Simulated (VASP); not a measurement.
# Ca: electric field gradients with PBE

The system is Ca.

```
CELL_PARAMETERS angstrom
0.00000 2.79420 2.79420
2.79420 0.00000 2.79420
2.79420 2.79420 0.00000
ATOMIC_POSITIONS crystal
Ca 0.00000 0.00000 0.00000
```

```json
{"Program": "VASP 6.6.1", "Task": "electric field gradients", "Functional": "PBE", "Potentials or basis": "VASP PAW PBE potentials, release 64 (Ca_sv)", "Cutoff": "520 eV", "k mesh": "11 × 11 × 11", "Occupations": "fermi-dirac, width 0.05 eV", "Spin": "no spin polarisation", "Dipole correction": "no", "Further INCAR settings": "ALGO = Normal; EDIFF = 1e-08; NBANDS = 11"}
```

- Pressure: -0.5 GPa
- Band gap on the k mesh: zero (band 5 reaches 1.99 eV, above the bottom of band 6 at 1.69 eV)

Levels at points of the mesh, in eV from the Fermi level:
```csv
k point,band 2,band 3,band 4,band 5,band 6,band 7,band 8,band 9
"(0.00, 0.00, 0.00)",-23.01,-23.01,-23.01,-3.96,2.30,2.30,2.30,3.32
```

Wall time 27 s on 1 thread of Intel Xeon 6975P-C, with other jobs on the host, peak memory 0.18 GiB.

Caveat: without QUAD_EFG the Cq values of the log hold for a quadrupole moment of 1 mb, not for the nuclei.
